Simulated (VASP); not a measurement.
Set up this calculation in VASP 6.6.1, as the native input.

* Task: single point
* Functional: PBEsol
* Potentials or basis: VASP PAW PBE potentials, release 64 (Gd)
* Cutoff: 520 eV
* k mesh: 9 × 9 × 9
* Occupations: fermi-dirac, width 0.05 eV
* Spin: collinear spin, ferromagnetic start
* Starting moments: [7.0] μB
* Dipole correction: no
* Further INCAR settings: ALGO = Normal; EDIFF = 1e-06; NBANDS = 19

The structure of Gd lies in POSCAR:

```
Gd
1.0
   -1.9976317802      1.9976317802      1.9976317802
    1.9976317802     -1.9976317802      1.9976317802
    1.9976317802      1.9976317802     -1.9976317802
Gd
1
Direct
    0.0000000000      0.0000000000      0.0000000000
```

The input as run:

INCAR

```
SYSTEM = Gd
PREC = Accurate
ENCUT = 520
EDIFF = 1E-6
ISMEAR = -1
SIGMA = 0.05
LREAL = .False.
LASPH = .True.
NELM = 150
ALGO = Normal
ISIF = 2
LWAVE = .False.
LCHARG = .False.
ISPIN = 2
MAGMOM = 7
LORBIT = 11
LMAXMIX = 6
GGA = PS
NBANDS = 19
```

KPOINTS

```
regular mesh
0
Gamma
  9 9 9
  0 0 0
```

Potentials or basis: VASP PAW PBE potentials, release 64 (Gd).

The run is started by

```console
$ cat potpaw_PBE.64/Gd/POTCAR > POTCAR
$ mpirun -np 1 vasp_std > vasp.out
```

Results of the run:

```
Pressure                                              : -1.0 GPa
Net moment                                            : 7.59 μB per cell
Site moments                                          : Gd +7.00 μB
Valence electrons inside the program's atomic spheres : Gd 15.20
```

Caveat: the PAW data sets were made with another functional, which shifts forces and pressure a little.

Run time: 55 s on 1 thread of Intel(R) Xeon(R) 6975P-C (Granite Rapids) (shared host), peak memory 0.2 GiB.
